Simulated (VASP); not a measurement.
**H3Pt2: relaxation of cell and atoms with PBE**

H3Pt2:

```
H Pt
1.0
     2.81687    0.00000    0.00000
    -1.40843    2.43948    0.00000
     0.00000    0.00000    7.93134
H Pt
3 2
Cartesian
  0.0000 0.0000 0.0000
  0.0000 1.6263 2.3170
  1.4084 0.8132 5.6143
  0.0000 1.6263 6.5147
  1.4084 0.8132 1.4167
```

The cell was built from a structure type or drawn by symmetry, and may not be a known phase.

| Property | Result |
| --- | --- |
| Program | VASP 6.6.1 |
| Task | relaxation of cell and atoms |
| Functional | PBE |
| Potentials or basis | VASP PAW PBE potentials, release 64 (H, Pt) |
| Cutoff | 600 eV |
| k mesh | 18 × 18 × 6 |
| Occupations | gaussian, width 0.1 eV |
| Spin | no spin polarisation |
| Dipole correction | no |
| Further INCAR settings | ALGO = Normal; EDIFF = 1e-06; IBRION = 2; EDIFFG = -0.01; NSW = 100; ISIF = 3 |

- Relaxed volume: 10.84 Å³/atom
- Relaxed cell: a = 2.837 Å, b = 2.837 Å, c = 7.777 Å, α = 90.00°, β = 90.00°, γ = 120.00°
- Space group after relaxing (to 0.1 Å): P-3m1 (No. 164)
- Energy gained by relaxing: 2.0 meV/atom
- Ionic steps: 9
- Pressure after relaxing: 0.0 GPa
- Band gap on the k mesh: zero (an odd number of electrons rules out a gap without spin polarisation)

Forces in eV/Å, atoms in the order of the input:
```
H    0.000  0.000  0.000
H    0.000  0.000 -0.002
H    0.000  0.000  0.002
Pt   0.000  0.000 -0.003
Pt   0.000  0.000  0.003
```

The path:
```tsv
step	energy change (eV)	largest force (eV/Å)	pressure (GPa)	volume (Å³)
1	0.0000	0.0741	0.38	54.50
2	-0.0051	0.0867	-0.66	54.70
3	-0.0059	0.0984	-1.27	54.82
4	-0.0091	0.0483	-0.53	54.47
5	-0.0098	0.0189	0.06	54.19
6	-0.0098	0.0165	0.00	54.22
7	-0.0098	0.0178	0.03	54.21
8	-0.0098	0.0107	0.01	54.22
9	-0.0098	0.0027	-0.01	54.22
```

Final structure:
```
H Pt
1.0
     2.83731    0.00000    0.00000
    -1.41866    2.45718    0.00000
     0.00000    0.00000    7.77750
H Pt
3 2
Direct
  0.00000 0.00000 0.00000
  0.33333 0.66667 0.29021
  0.66667 0.33333 0.70979
  0.33333 0.66667 0.82258
  0.66667 0.33333 0.17742
```

Levels at points of the mesh, in eV from the Fermi level:
```
           k point  band 8  band 9  band 10  band 11  band 12  band 13  band 14  band 15
(0.00, 0.00, 0.00)   -3.64   -3.37    -1.66    -1.66    -1.26    -1.26     4.37     5.61
(0.50, 0.00, 0.00)   -1.74   -1.52    -0.36    -0.31    -0.14     3.63     3.81     4.02
(0.00, 0.00, 0.50)   -3.64   -3.27    -1.66    -1.66    -1.26    -1.26     3.79     6.78
(0.50, 0.00, 0.50)   -1.74   -1.57    -0.36    -0.31    -0.21     3.39     3.91     4.36
```

Run time: 4.4 min on 1 thread of Intel(R) Xeon(R) 6975P-C (Granite Rapids), on a shared host, peak memory 0.35 GiB.

Caveat: spin-orbit coupling is left out, which moves the levels of the heavy elements.
